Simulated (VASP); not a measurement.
# Fe in VASP: further runs

Fe is run at these levels: HF, PBEsol, PBE; tasks: single point.

All numbers are computed with VASP 6.6.1; they aren't measurements. Logs are shortened: lines on timing, memory, paths and dates and some standing lists are left out, and cuts for length are marked.

## Step 1: The cell of the first run

Symmetry: Im-3m, No. 229, cubic system. Conventional cell: a = 2.827 Å, b = 2.827 Å, c = 2.827 Å, α = 90.00°, β = 90.00°, γ = 90.00°. Fe (site symmetry m-3m) has 14 Fe at 2.45 to 2.83 Å within 3.2 Å.

## Step 2: Single point, HF, collinear spin, ferromagnetic start

Input file POSCAR:

```
Fe
1.0
   -1.4135427549      1.4135427549      1.4135427549
    1.4135427549     -1.4135427549      1.4135427549
    1.4135427549      1.4135427549     -1.4135427549
Fe
1
Direct
    0.0000000000      0.0000000000      0.0000000000
```

Input file INCAR.step1:

```
SYSTEM = Fe
ALGO = Normal
EDIFF = 1E-5
ENCUT = 520
GGA = PE
ISIF = 2
ISMEAR = -1
ISPIN = 2
LASPH = .True.
LCHARG = .False.
LMAXMIX = 4
LORBIT = 11
LREAL = .False.
LWAVE = .True.
MAGMOM = 3
NBANDS = 14
NELM = 150
PREC = Accurate
SIGMA = 0.05
```

Input file INCAR.step2:

```
SYSTEM = Fe
AEXX = 1.0
AGGAC = 0.0
ALDAC = 0.0
ALGO = Normal
EDIFF = 1E-6
ENCUT = 520
GGA = PE
ISIF = 2
ISMEAR = -1
ISPIN = 2
ISTART = 1
LASPH = .True.
LCHARG = .False.
LHFCALC = .True.
LMAXMIX = 4
LORBIT = 11
LREAL = .False.
LWAVE = .False.
MAGMOM = 3
NBANDS = 14
NELM = 150
PREC = Accurate
PRECFOCK = Normal
SIGMA = 0.05
```

Input file KPOINTS:

```
k-points
0
Gamma
  7 7 7
  0 0 0
```

Potentials or basis: VASP PAW PBE potentials, release 64 (Fe).

On the command line:

```bash
$ cat potpaw_PBE.64/Fe/POTCAR > POTCAR
$ cp INCAR.step1 INCAR
$ mpirun -np 1 vasp_std > vasp.out
$ cp INCAR.step2 INCAR
$ mpirun -np 1 vasp_std > vasp.out
```

OUTCAR:

```text
SYSTEM = Fe
   AEXX = 1.0
   EDIFF = 1E-6
   ENCUT = 520
   GGA = PE
   ISIF = 2
   ISMEAR = -1
   ISPIN = 2
   ISTART = 1
   LASPH = .True.
   LHFCALC = .True.
   LORBIT = 11
   LREAL = .False.
   NELM = 150
   PREC = Accurate
   PRECFOCK = Normal

 ion  position               nearest neighbor table
   1  0.000  0.000  0.000-

  LATTYP: Found a body centered cubic cell.
 ALAT       =     2.8270855098

  Lattice vectors:

 A1 = (  -1.4135427549,   1.4135427549,   1.4135427549)
 A2 = (   1.4135427549,  -1.4135427549,   1.4135427549)
 A3 = (   1.4135427549,   1.4135427549,  -1.4135427549)

Analysis of symmetry for initial positions (statically):
=====================================================================
 Subroutine PRICEL returns:
 Original cell was already a primitive cell.

 Routine SETGRP: Setting up the symmetry group for a
 body centered cubic supercell.

 Subroutine GETGRP returns: Found 48 space group operations
 (whereof 48 operations were pure point group operations)
 out of a pool of 48 trial point group operations.

The static configuration has the point symmetry O_h .

Analysis of symmetry for dynamics (positions and initial velocities):
=====================================================================
 Subroutine PRICEL returns:
 Original cell was already a primitive cell.

 Routine SETGRP: Setting up the symmetry group for a
 body centered cubic supercell.

 Subroutine GETGRP returns: Found 48 space group operations
 (whereof 48 operations were pure point group operations)
 out of a pool of 48 trial point group operations.

The dynamic configuration has the point symmetry O_h .

Analysis of structural, dynamic, and magnetic symmetry:
=====================================================================
 Subroutine PRICEL returns:
 Original cell was already a primitive cell.

 Routine SETGRP: Setting up the symmetry group for a
 body centered cubic supercell.

 Subroutine GETGRP returns: Found 48 space group operations
 (whereof 48 operations were pure point group operations)
 out of a pool of 48 trial point group operations.

The overall configuration has the point symmetry O_h .

 Subroutine INISYM returns: Found 48 space group operations
 (whereof 48 operations are pure point group operations),
 and found     1 'primitive' translations

----------------------------------------------------------------------------------------

                                     Primitive cell

  volume of cell :      11.2976

  direct lattice vectors                    reciprocal lattice vectors
    -1.413542755  1.413542755  1.413542755     0.000000000  0.353721172  0.353721172
     1.413542755 -1.413542755  1.413542755     0.353721172  0.000000000  0.353721172
     1.413542755  1.413542755 -1.413542755     0.353721172  0.353721172  0.000000000

  length of vectors
     2.448327870  2.448327870  2.448327870     0.500237279  0.500237279  0.500237279

  position of ions in fractional coordinates (direct lattice)
     0.000000000  0.000000000  0.000000000

  ion indices of the primitive-cell ions
   primitive index   ion index
                 1           1

----------------------------------------------------------------------------------------

 KPOINTS: k-points

Automatic generation of k-mesh.
 Grid dimensions read from file:
 generate k-points for:    7    7    7

 Generating k-lattice:

  Cartesian coordinates                     Fractional coordinates (reciprocal lattice)
     0.000000000  0.050531596  0.050531596     0.142857143  0.000000000  0.000000000
     0.050531596  0.000000000  0.050531596     0.000000000  0.142857143  0.000000000
     0.050531596  0.050531596  0.000000000     0.000000000  0.000000000  0.142857143

  Length of vectors
     0.071462468  0.071462468  0.071462468

  Shift w.r.t. Gamma in fractional coordinates (k-lattice)
     0.000000000  0.000000000  0.000000000

 Subroutine IBZKPT returns following result:
 ===========================================

 Found     20 irreducible k-points:

 Following reciprocal coordinates:
            Coordinates               Weight
  0.000000  0.000000  0.000000      1.000000
  0.142857  0.000000  0.000000     12.000000
  0.285714  0.000000  0.000000     12.000000
  0.428571  0.000000  0.000000     12.000000
  0.142857  0.142857  0.000000     24.000000
  0.285714  0.142857 -0.000000     48.000000
[... 12 lines left out ...]
 -0.428571 -0.428571  0.285714      8.000000
 -0.428571  0.428571  0.428571      6.000000
   k-points           NKPTS =     20   k-points in BZ     NKDIM =    343   number of bands    NBANDS=     14
   number of dos      NEDOS =    301   number of ions     NIONS =      1
   total plane-waves  NPLWV =   5832
   dimension x,y,z NGX =    18 NGY =   18 NGZ =   18
   dimension x,y,z NGXF=    36 NGYF=   36 NGZF=   36
   ions per type =               1
   NGX,Y,Z   is equivalent  to a cutoff of  12.22, 12.22, 12.22 a.u.
   NGXF,Y,Z  is equivalent  to a cutoff of  24.44, 24.44, 24.44 a.u.
 SYSTEM =  Fe
   PREC   = accura    normal or accurate (medium, high low for compatibility)
   ISTART =      1    job   : 0-new  1-cont  2-samecut
   ICHARG =      0    charge: 1-file 2-atom 10-const
   ISPIN  =      2    spin polarized calculation?
   LNONCOLLINEAR =      F non collinear calculations
   LSORBIT =      F    spin-orbit coupling
   LASPH  =      T    aspherical Exc in radial PAW
   ENCUT  =  520.0 eV  38.22 Ry    6.18 a.u.   4.55  4.55  4.55*2*pi/ulx,y,z
   NELM   =    150;   NELMIN=  2; NELMDL=  0     # of ELM steps
   EDIFF  = 0.1E-05   stopping-criterion for ELM
   LREAL  =      F    real-space projection
   EDIFFG = 0.1E-04   stopping-criterion for IOM
   NSW    =      0    number of steps for IOM
   IBRION =     -1    ionic relax: 0-MD 1-quasi-New 2-CG
   NFREE  =      0    steps in history (QN), initial steepest desc. (CG)
   ISIF   =      2    stress and relaxation
   ISYM   =      3    0-nonsym 1-usesym 2-fastsym
   POTIM  = 0.5000    time-step for ionic-motion
   TEBEG  =    0.0;   TEEND  =   0.0 temperature during run
   PSTRESS=    0.0 pullay stress
   NELECT =       8.0000    total number of electrons
   NUPDOWN=      -1.0000    fix difference up-down
   EMIN   =  10.00;   EMAX   =-10.00  energy-range for DOS
   EFERMI =   0.00;   METHOD = LEGACY
   ISMEAR =    -1;   SIGMA  =   0.05  broadening in eV -4-tet -1-fermi 0-gaus
   EFERMI_NEDOS =   21; number of points for ismear=-14 and -15
   IALGO  =     38    algorithm
   IMIX   =      1    mixing-type and parameters
     AMIX     =   0.40;   BMIX     =  1.00
     AMIX_MAG =   1.60;   BMIX_MAG =  1.00
  volume/ion in A,a.u.               =      11.30        76.24
  Fermi-wavevector in a.u.,A,eV,Ry     =   1.459181  2.757453 28.969656  2.129210
  Thomas-Fermi vector in A             =   2.575778
   LORBIT       =     11    0 simple, 1 ext, 2 COOP (PROOUT), +10 PAW based schemes
   GGA     = PE    functional components
   LHFCALC =     T    Hartree Fock is set to
   PRECFOCK=normal    Normal, Fast or Accurate (Low or Medium for compatibility)
   ENCUT4O =  -1.0   cutoff for four orbital integrals eV
   NKREDX  =     1    reduce k-point grid by
   NKREDY  =     1    reduce k-point grid by
   NKREDZ  =     1    reduce k-point grid by
   AEXX    =    1.0000 exact exchange contribution
   HFSCREEN=    0.0000 screening length (either q_TF or 0.3 A-1)
   HFSCREENC=   0.0000 screening length for correlation (either q_TF or 0.3 A-1)
   ENCUTFOCK=  -1.0 apply spherical cutoff to Coloumb kernel
   IVDW    =     0    specifies the selected vdW correction
   LEPSILON=     F    determine dielectric tensor
   LRPA    =     F    only Hartree local field effects (RPA)
 spin polarized calculation
  energy-cutoff  :      520.00
  volume of cell :       11.30
 maximum number of plane-waves:       321
 NGX is ok and might be reduce to    18
  NGX = 14; NGY = 14; NGZ = 14

 number of electron       8.0000004 magnetization       2.5127204

 Free energy of the ion-electron system (eV)
  ---------------------------------------------------
  ext. energy  EPLUGINS =         0.00000000
  ---------------------------------------------------
  free energy    TOTEN  =       -26.43341072 eV

  energy without entropy =      -26.43270216  energy(sigma->0) =      -26.43305644

 E-fermi :   8.7440     XC(G=0):   0.0000

 val. band max:        7.4197955452   @ k =  -0.2857   0.2857   0.1429
 cond. band min:       8.9365320217   @ k =   0.2857   0.1429  -0.0000
 fundamental gap:      1.5167364765
 Fermi energy:         8.7440246425

 spin component 1

 k-point     1 :       0.0000    0.0000    0.0000
  band No.  band energies     occupation
      1      -6.6898      1.00000
      2      -6.6898      1.00000
      3      -6.6898      1.00000
      4      -5.5012      1.00000
      5      -5.5011      1.00000
      6      -4.3661      1.00000
      7      39.9421      0.00000
      8      39.9421      0.00000
      9      39.9421      0.00000
     10      45.2494      0.00000
     11      45.2495      0.00000
     12      48.0110      0.00000
     13      48.0110      0.00000
     14      48.0305      0.00000

 k-point     2 :       0.1429    0.0000    0.0000
  band No.  band energies     occupation
      1      -6.8617      1.00000
      2      -6.7236      1.00000
      3      -6.2124      1.00000
      4      -5.6433      1.00000
      5      -5.4693      1.00000
      6      -2.8629      1.00000
      7      35.3651      0.00000
      8      38.4195      0.00000
      9      39.3692      0.00000
     10      43.0554      0.00000
[... 294 lines left out ...]
 k-point    20 :      -0.4286    0.4286    0.4286
  band No.  band energies     occupation
      1      -8.3670      1.00000
      2      -8.2590      1.00000
      3      -4.4268      1.00000
      4      -4.4268      1.00000
      5      -4.3175      1.00000
      6      20.6781      0.00000
      7      24.6601      0.00000
      8      24.6601      0.00000
      9      29.0939      0.00000
     10      31.0804      0.00000
     11      37.7642      0.00000
     12      54.3656      0.00000
     13      60.0158      0.00000
     14      60.0158      0.00000
 Fermi energy:         8.7440246425

 spin component 2

 k-point     1 :       0.0000    0.0000    0.0000
  band No.  band energies     occupation
      1     -10.6443      1.00000
      2      13.1093      0.00000
      3      13.1093      0.00000
      4      13.1093      0.00000
      5      20.1443      0.00000
      6      20.1443      0.00000
      7      37.0307      0.00000
      8      37.0307      0.00000
      9      37.0307      0.00000
     10      45.7416      0.00000
     11      45.7416      0.00000
     12      50.3480      0.00000
     13      50.7795      0.00000
     14      50.7832      0.00000

 k-point     2 :       0.1429    0.0000    0.0000
  band No.  band energies     occupation
      1      -9.4543      1.00000
      2      11.4192      0.00000
      3      11.8197      0.00000
      4      13.9801      0.00000
      5      19.2289      0.00000
      6      20.0724      0.00000
      7      35.5516      0.00000
      8      36.6132      0.00000
      9      38.0452      0.00000
     10      43.4544      0.00000
[... 294 lines left out ...]
 k-point    20 :      -0.4286    0.4286    0.4286
  band No.  band energies     occupation
      1       2.3520      1.00000
      2       3.4423      1.00000
      3      16.6999      0.00000
      4      16.6999      0.00000
      5      18.6937      0.00000
      6      19.8401      0.00000
      7      23.3158      0.00000
      8      23.3158      0.00000
      9      35.0585      0.00000
     10      35.2549      0.00000
     11      37.9842      0.00000
     12      53.6642      0.00000
     13      60.1564      0.00000
     14      60.1564      0.00000

------------------------ aborting loop because EDIFF is reached ----------------------------------------

  FORCE on cell =-STRESS in cart. coord.  units (eV):
  Direction    XX          YY          ZZ          XY          YZ          ZX
  --------------------------------------------------------------------------------------
  -------------------------------------------------------------------------------------
  Total        3.8336118      3.8336118      3.8336118      0.0000000      0.0000000     -0.0000000
  in kB      543.6656275    543.6656275    543.6656275      0.0000000      0.0000000     -0.0000000
  external PRESSURE =     543.6656275 kB  Pullay stress =       0.0000000 kB

 VOLUME and BASIS-vectors are now :
 -----------------------------------------------------------------------------
  energy-cutoff  :      520.00
  volume of cell :       11.30
      direct lattice vectors                 reciprocal lattice vectors
    -1.413542755  1.413542755  1.413542755     0.000000000  0.353721172  0.353721172
     1.413542755 -1.413542755  1.413542755     0.353721172  0.000000000  0.353721172
     1.413542755  1.413542755 -1.413542755     0.353721172  0.353721172  0.000000000

 POSITION                                       TOTAL-FORCE (eV/Angst)
 -----------------------------------------------------------------------------------
      0.00000      0.00000      0.00000         0.000000     -0.000000     -0.000000
 -----------------------------------------------------------------------------------
    total drift:                                0.000218      0.000001     -0.000000

  FREE ENERGIE OF THE ION-ELECTRON SYSTEM (eV)
  ---------------------------------------------------
  free  energy   TOTEN  =       -26.4334107208 eV

  energy  without entropy=      -26.4327021623  energy(sigma->0) =      -26.43305644

 total charge

# of ion       s       p       d       tot
------------------------------------------
    1        0.497   0.615   6.344   7.456

 magnetization (x)

# of ion       s       p       d       tot
------------------------------------------
    1       -0.150  -0.433   3.226   2.643
```

It took 27 min on 1 thread of Intel Xeon Platinum 8488C (Sapphire Rapids), shared host; peak memory 0.14 GiB.

What came out:

```
Free energy                                           : -26.4334 eV
Pressure                                              : 54.4 GPa
Net moment                                            : 2.51 μB per cell
Site moments                                          : Fe +2.64 μB
Valence electrons inside the program's atomic spheres : Fe 7.46
```

Caveat: the k points lie up to 0.45 Å⁻¹ apart; the PAW data sets were made with another functional, which shifts forces and pressure a little.

## Step 3: Single point, PBEsol, collinear spin, ferromagnetic start

This run uses another cell than the first one, of 13.00 Å³/atom, 1.151 times its volume.

Input file INCAR:

```
SYSTEM = Fe
  PREC = Accurate
  ENCUT = 600
  EDIFF = 1E-6
  ISMEAR = -1
  SIGMA = 0.05
  LREAL = .False.
  LASPH = .True.
  NELM = 200
  ALGO = Normal
  ISIF = 2
  LWAVE = .False.
  LCHARG = .False.
  ISPIN = 2
  MAGMOM = 3
  LORBIT = 11
  LMAXMIX = 4
  GGA = PS
  NBANDS = 18
  GGA_COMPAT = .False.
```

Input file KPOINTS:

```
regular mesh
0
Gamma
  11 11 11
  0 0 0
```

Input file POSCAR:

```
Fe
1.0
   -1.5007200000      1.5007200000      1.4430000000
    1.5007200000     -1.5007200000      1.4430000000
    1.5007200000      1.5007200000     -1.4430000000
Fe
1
Direct
    0.0000000000      0.0000000000      0.0000000000
```

Potentials or basis: VASP PAW PBE potentials, release 64 (Fe_sv).

On the command line:

```bash
$ cat potpaw_PBE.64/Fe_sv/POTCAR > POTCAR
$ mpirun -np 1 vasp_std > vasp.out
```

Wall time 22 s (1 thread of Intel Xeon 6975P-C (Granite Rapids), shared host); peak memory 0.18 GiB.

Results (log left out):

```yaml
Free_energy: -8.8274 eV
Pressure: -24.9 GPa
Net_moment: 2.58 μB per cell
Site_moments: Fe +2.57 μB
Valence_electrons_inside_the_program's_atomic_spheres: Fe 13.68
```

Stress tensor (GPa, compression positive):
```
-25.43   0.00   0.00
  0.00 -25.43   0.00
  0.00   0.00 -23.89
```

Levels at points of the mesh, in eV from the Fermi level:
Spin up:
```tsv
k point	band 6	band 7	band 8	band 9	band 10	band 11	band 12	band 13
(0.00, 0.00, 0.00)	-2.30	-2.15	-2.15	-1.22	-1.03	22.85	22.85	23.72
```
Spin down:
| k point | band 5 | band 6 | band 7 | band 8 | band 9 | band 10 |
| --- | --- | --- | --- | --- | --- | --- |
| (0.00, 0.00, 0.00) | -7.58 | 0.01 | 0.27 | 0.27 | 1.66 | 1.95 |

Caveat: the PAW data sets were made with another functional, which shifts forces and pressure a little.

## Step 4: Single point, PBE, collinear spin, ferromagnetic start

This run uses another cell than the first one, of 12.02 Å³/atom, 1.064 times its volume.

Input file INCAR:

```
  ALGO = Normal
  EDIFF = 1E-6
  ENCUT = 600
  GGA = PE
  GGA_COMPAT = False
  ISIF = 2
  ISMEAR = -1
  ISPIN = 2
  LASPH = True
  LCHARG = False
  LMAXMIX = 4
  LORBIT = 11
  LREAL = False
  LWAVE = False
  MAGMOM = 3
  NBANDS = 18
  NELM = 200
  NUPDOWN = 3.0
  PREC = Accurate
  SIGMA = 0.05
```

Input file KPOINTS:

```
k-points
0
Gamma
  11 11 11
```

Input file POSCAR:

```
Fe
1.0
   -1.4430000000      1.4430000000      1.4430000000
    1.4430000000     -1.4430000000      1.4430000000
    1.4430000000      1.4430000000     -1.4430000000
Fe
1
Direct
    0.0000000000      0.0000000000      0.0000000000
```

On the command line:

```bash
$ cat potpaw_PBE.64/Fe_sv/POTCAR > POTCAR
$ mpirun -np 1 vasp_std > vasp.out
```

Wall time 12 s (1 thread of Intel Xeon 6975P-C (Granite Rapids), shared host); peak memory 0.14 GiB.

It converged, with:

```yaml
Free_energy: -8.1107 eV
Pressure: 6.0 GPa
Net_moment: 3.00 μB per cell
Site_moments: Fe +2.87 μB
Valence_electrons_inside_the_program's_atomic_spheres: Fe 13.71
```

Caveat: the total moment is fixed, so each spin has its own Fermi level.

## Step 5: Summary

| level | potentials or basis | fixed moment (μB) | cell | k mesh | cutoff (eV) | grid for exact exchange (PRECFOCK) | second run | gap on the mesh (eV) | pressure (GPa) | moment (μB) |
| --- | --- | --- | --- | --- | --- | --- | --- | --- | --- | --- |
| HF | VASP PAW PBE potentials, release 64 (Fe) | - | a = 2.448 Å, angles 109.5°, 1 atom | 7 × 7 × 7 | 520 | Normal | - | none | 54.4 | 2.51 |
| PBEsol | VASP PAW PBE potentials, release 64 (Fe_sv) | - | a = 2.566 Å, angles 108.4, 108.4, 111.6°, 1 atom | 11 × 11 × 11 | 600 | - | valence_matched | none | -24.9 | 2.58 |
| PBE | VASP PAW PBE potentials, release 64 (Fe_sv) | 3.0 | a = 2.499 Å, angles 109.5°, 1 atom | 11 × 11 × 11 | 600 | - | valence_matched | - | 6.0 | 3.00 |

Alike in all rows: task single point; spin collinear, ferromagnetic start; smearing fermi-dirac 0.05 eV.

Caveats: some runs use coarse meshes; the PAW data sets were made with another functional, which shifts forces and pressure a little (some runs); the total moment is fixed, so each spin has its own Fermi level (some runs).

Absolute energies hang on the potentials; compare differences alone.
